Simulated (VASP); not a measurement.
# N2 in VASP: further runs

N2 is run at these levels: LDA; tasks: single point, relaxation of the atoms.

Program: VASP 6.6.1. These are calculated values, not measurements. Logs are shortened: lines on timing, memory, paths and dates and some standing lists are left out, and cuts for length are marked.

### Step 1. The cell of the first run

The cell holds a molecule in a box, 2 atoms: a = 9.000 Å, b = 9.500 Å, c = 10.000 Å, α = 90.00°, β = 90.00°, γ = 90.00°.

### Step 2. Single point, LDA

INCAR

```
SYSTEM = N
ALGO = Normal
EDIFF = 1E-6
ENCUT = 520
GGA = CA
ISIF = 2
ISMEAR = 1
LASPH = .True.
LCHARG = .False.
LREAL = .False.
LWAVE = .False.
NBANDS = 12
NELM = 60
PREC = Accurate
SIGMA = 0.05
```

KPOINTS

```
k-points
0
Gamma
  1 1 1
  0 0 0
```

POSCAR

```
N
1.0
    9.0000000000      0.0000000000      0.0000000000
    0.0000000000      9.5000000000      0.0000000000
    0.0000000000      0.0000000000     10.0000000000
N
2
Direct
    0.5000000000      0.5000000000      0.4451447043
    0.5000000000      0.5000000000      0.5548552957
```

Potentials or basis: VASP PAW LDA potentials, release 64 (N).

Launch:

```console
$ cat potpaw_LDA.64/N/POTCAR > POTCAR
$ mpirun -np 1 vasp_gam > vasp.out
```

OUTCAR:

```text
SYSTEM = N
   EDIFF = 1E-6
   ENCUT = 520
   GGA = CA
   ISIF = 2
   ISMEAR = 1
   LASPH = .True.
   LREAL = .False.
   NELM = 60
   PREC = Accurate

 ion  position               nearest neighbor table
   1  0.500  0.500  0.445-   2 1.10
   2  0.500  0.500  0.555-   1 1.10

  LATTYP: Found a simple orthorhombic cell.
 ALAT       =     9.0000000000
 B/A-ratio  =     1.0555555556
 C/A-ratio  =     1.1111111111

  Lattice vectors:

 A1 = (   9.0000000000,   0.0000000000,   0.0000000000)
 A2 = (   0.0000000000,   9.5000000000,   0.0000000000)
 A3 = (   0.0000000000,   0.0000000000,  10.0000000000)

Analysis of symmetry for initial positions (statically):
=====================================================================
 Subroutine PRICEL returns:
 Original cell was already a primitive cell.

 Routine SETGRP: Setting up the symmetry group for a
 simple orthorhombic supercell.

 Subroutine GETGRP returns: Found  8 space group operations
 (whereof  8 operations were pure point group operations)
 out of a pool of  8 trial point group operations.

The static configuration has the point symmetry D_2h.

Analysis of symmetry for dynamics (positions and initial velocities):
=====================================================================
 Subroutine PRICEL returns:
 Original cell was already a primitive cell.

 Routine SETGRP: Setting up the symmetry group for a
 simple orthorhombic supercell.

 Subroutine GETGRP returns: Found  8 space group operations
 (whereof  8 operations were pure point group operations)
 out of a pool of  8 trial point group operations.

The dynamic configuration has the point symmetry D_2h.

 Subroutine INISYM returns: Found  8 space group operations
 (whereof  8 operations are pure point group operations),
 and found     1 'primitive' translations

----------------------------------------------------------------------------------------

                                     Primitive cell

  volume of cell :     855.0000

  direct lattice vectors                    reciprocal lattice vectors
     9.000000000  0.000000000  0.000000000     0.111111111  0.000000000  0.000000000
     0.000000000  9.500000000  0.000000000     0.000000000  0.105263158  0.000000000
     0.000000000  0.000000000 10.000000000     0.000000000  0.000000000  0.100000000

  length of vectors
     9.000000000  9.500000000 10.000000000     0.111111111  0.105263158  0.100000000

  position of ions in fractional coordinates (direct lattice)
     0.500000000  0.500000000  0.445144704
     0.500000000  0.500000000  0.554855296

  ion indices of the primitive-cell ions
   primitive index   ion index
                 1           1
                 2           2

----------------------------------------------------------------------------------------

 KPOINTS: k-points

Automatic generation of k-mesh.
 Grid dimensions read from file:
 generate k-points for:    1    1    1

 Generating k-lattice:

  Cartesian coordinates                     Fractional coordinates (reciprocal lattice)
     0.111111111  0.000000000  0.000000000     1.000000000  0.000000000  0.000000000
     0.000000000  0.105263158  0.000000000     0.000000000  1.000000000  0.000000000
     0.000000000  0.000000000  0.100000000     0.000000000  0.000000000  1.000000000

  Length of vectors
     0.111111111  0.105263158  0.100000000

  Shift w.r.t. Gamma in fractional coordinates (k-lattice)
     0.000000000  0.000000000  0.000000000

 Subroutine IBZKPT returns following result:
 ===========================================

 Found      1 irreducible k-points:

 Following reciprocal coordinates:
            Coordinates               Weight
  0.000000  0.000000  0.000000      1.000000
   k-points           NKPTS =      1   k-points in BZ     NKDIM =      1   number of bands    NBANDS=     12
   number of dos      NEDOS =    301   number of ions     NIONS =      2
   total plane-waves  NPLWV = 403200
   dimension x,y,z NGX =    70 NGY =   72 NGZ =   80
   dimension x,y,z NGXF=   140 NGYF=  144 NGZF=  160
   ions per type =               2
   NGX,Y,Z   is equivalent  to a cutoff of  12.93, 12.60, 13.30 a.u.
   NGXF,Y,Z  is equivalent  to a cutoff of  25.86, 25.20, 26.60 a.u.
 SYSTEM =  N
   PREC   = accura    normal or accurate (medium, high low for compatibility)
   ISTART =      0    job   : 0-new  1-cont  2-samecut
   ICHARG =      2    charge: 1-file 2-atom 10-const
   ISPIN  =      1    spin polarized calculation?
   LNONCOLLINEAR =      F non collinear calculations
   LSORBIT =      F    spin-orbit coupling
   LASPH  =      T    aspherical Exc in radial PAW
   ENCUT  =  520.0 eV  38.22 Ry    6.18 a.u.  16.73 17.66 18.59*2*pi/ulx,y,z
   NELM   =     60;   NELMIN=  2; NELMDL= -5     # of ELM steps
   EDIFF  = 0.1E-05   stopping-criterion for ELM
   LREAL  =      F    real-space projection
   EDIFFG = 0.1E-04   stopping-criterion for IOM
   NSW    =      0    number of steps for IOM
   IBRION =     -1    ionic relax: 0-MD 1-quasi-New 2-CG
   NFREE  =      0    steps in history (QN), initial steepest desc. (CG)
   ISIF   =      2    stress and relaxation
   ISYM   =      2    0-nonsym 1-usesym 2-fastsym
   POTIM  = 0.5000    time-step for ionic-motion
   TEBEG  =    0.0;   TEEND  =   0.0 temperature during run
   PSTRESS=    0.0 pullay stress
   NELECT =      10.0000    total number of electrons
   NUPDOWN=      -1.0000    fix difference up-down
   EMIN   =  10.00;   EMAX   =-10.00  energy-range for DOS
   EFERMI =   0.00;   METHOD = LEGACY
   ISMEAR =     1;   SIGMA  =   0.05  broadening in eV -4-tet -1-fermi 0-gaus
   EFERMI_NEDOS =   21; number of points for ismear=-14 and -15
   IALGO  =     38    algorithm
   IMIX   =      4    mixing-type and parameters
     AMIX     =   0.40;   BMIX     =  1.00
     AMIX_MAG =   1.60;   BMIX_MAG =  1.00
  volume/ion in A,a.u.               =     427.50      2884.91
  Fermi-wavevector in a.u.,A,eV,Ry     =   0.371609  0.702239  1.878872  0.138093
  Thomas-Fermi vector in A             =   1.299861
   LORBIT       =      0    0 simple, 1 ext, 2 COOP (PROOUT), +10 PAW based schemes
   GGA     = CA    functional components
   LHFCALC =     F    Hartree Fock is set to
   AEXX    =    0.0000 exact exchange contribution
   IVDW    =     0    specifies the selected vdW correction
   LEPSILON=     F    determine dielectric tensor
   LRPA    =     F    only Hartree local field effects (RPA)
 non-spin polarized calculation
 Methfessel and Paxton  Order N= 1 SIGMA  =   0.05
  energy-cutoff  :      520.00
  volume of cell :      855.00
 maximum number of plane-waves:     11510
 NGX is ok and might be reduce to    70
   NGX = 33   NGY = 35   NGZ = 37

 number of electron      10.0000000 magnetization

 Free energy of the ion-electron system (eV)
  ---------------------------------------------------
  ext. energy  EPLUGINS =         0.00000000
  ---------------------------------------------------
  free energy    TOTEN  =       -17.48436512 eV

  energy without entropy =      -17.48726408  energy(sigma->0) =      -17.48533144

 E-fermi : -10.1515     XC(G=0):  -0.6597

 val. band max:      -10.1935740679   @ k =   0.0000   0.0000   0.0000
 cond. band min:      -2.0344247940   @ k =   0.0000   0.0000   0.0000
 fundamental gap:      8.1591492739
 Fermi energy:       -10.1514799571

 k-point     1 :       0.0000    0.0000    0.0000
  band No.  band energies     occupation
      1     -28.2812      2.00000
      2     -13.2046      2.00000
      3     -11.7550      2.00000
      4     -11.7550      2.00000
      5     -10.1936      2.00000
      6      -2.0344      0.00000
      7      -2.0340      0.00000
      8      -0.1431      0.00000
      9       1.2603      0.00000
     10       1.3186      0.00000
     11       1.3230      0.00000
     12       1.4918      0.00000

------------------------ aborting loop because EDIFF is reached ----------------------------------------

  FORCE on cell =-STRESS in cart. coord.  units (eV):
  Direction    XX          YY          ZZ          XY          YZ          ZX
  --------------------------------------------------------------------------------------
  -------------------------------------------------------------------------------------
  Total       -0.0361479     -0.0350866      0.9642872     -0.0000000      0.0000000      0.0000000
  in kB       -0.0677372     -0.0657484      1.8069697     -0.0000000      0.0000000      0.0000000
  external PRESSURE =       0.5578280 kB  Pullay stress =       0.0000000 kB

 VOLUME and BASIS-vectors are now :
 -----------------------------------------------------------------------------
  energy-cutoff  :      520.00
  volume of cell :      855.00
      direct lattice vectors                 reciprocal lattice vectors
     9.000000000  0.000000000  0.000000000     0.111111111  0.000000000  0.000000000
     0.000000000  9.500000000  0.000000000     0.000000000  0.105263158  0.000000000
     0.000000000  0.000000000 10.000000000     0.000000000  0.000000000  0.100000000

 POSITION                                       TOTAL-FORCE (eV/Angst)
 -----------------------------------------------------------------------------------
      4.50000      4.75000      4.45145         0.000000      0.000000     -0.907278
      4.50000      4.75000      5.54855         0.000000      0.000000      0.907278
 -----------------------------------------------------------------------------------
    total drift:                                0.000000      0.000000      0.000000

  FREE ENERGIE OF THE ION-ELECTRON SYSTEM (eV)
  ---------------------------------------------------
  free  energy   TOTEN  =       -17.4843651225 eV

  energy  without entropy=      -17.4872640752  energy(sigma->0) =      -17.48533144
```

Run time: 31 s. Hardware: 1 thread of Intel Xeon 8259CL, shared host; peak memory 0.49 GiB.

Results:

* Free energy: -17.4844 eV
* Largest force: 0.907 eV/Å
* Gap between the frontier levels: 8.16 eV

Forces in eV/Å, atoms in the order of the input:
```
N    0.000  0.000 -0.907
N    0.000  0.000  0.907
```

Caveat: the standard files for N, O and F lose accuracy on very short bonds.

[end of part 1 of 2]
